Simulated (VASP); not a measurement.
**GaCo: vibrations by perturbation theory with PBE**

The system is GaCo.

```xyz
2
Lattice="2.8821 0.0000 0.0000 0.0000 2.8821 0.0000 0.0000 0.0000 2.8821" Properties=species:S:1:pos:R:3 pbc="T T T"
Ga    1.4410    1.4410    1.4410
Co    0.0000    0.0000    0.0000
```

```
Program                : VASP 6.6.1
Task                   : vibrations by perturbation theory
Functional             : PBE
Potentials or basis    : VASP PAW PBE potentials, release 64 (Ga_d, Co)
Cutoff                 : 520 eV
k mesh                 : 20 × 20 × 20
Occupations            : gaussian, width 0.2 eV
Spin                   : no spin polarisation
Dipole correction      : no
Further INCAR settings : ALGO = Normal; EDIFF = 1e-08; NBANDS = 18; IBRION = 8; NSW = 1
```

```
Highest phonon frequency at Γ : 229 cm⁻¹
```

Phonon frequencies in cm⁻¹ (negative: imaginary):
| q point | frequencies |
| --- | --- |
| (0.000, 0.000, 0.000) | 0 0 0 229 229 229 |

It took 5.3 min on 1 thread of Intel(R) Xeon(R) 6975P-C (Granite Rapids) (shared host), peak memory 0.72 GiB.

Caveat: the run has no spin polarisation, though such a crystal can be magnetic. Spin polarisation is off, so any magnetic state and its effect on volume and gap are missing.
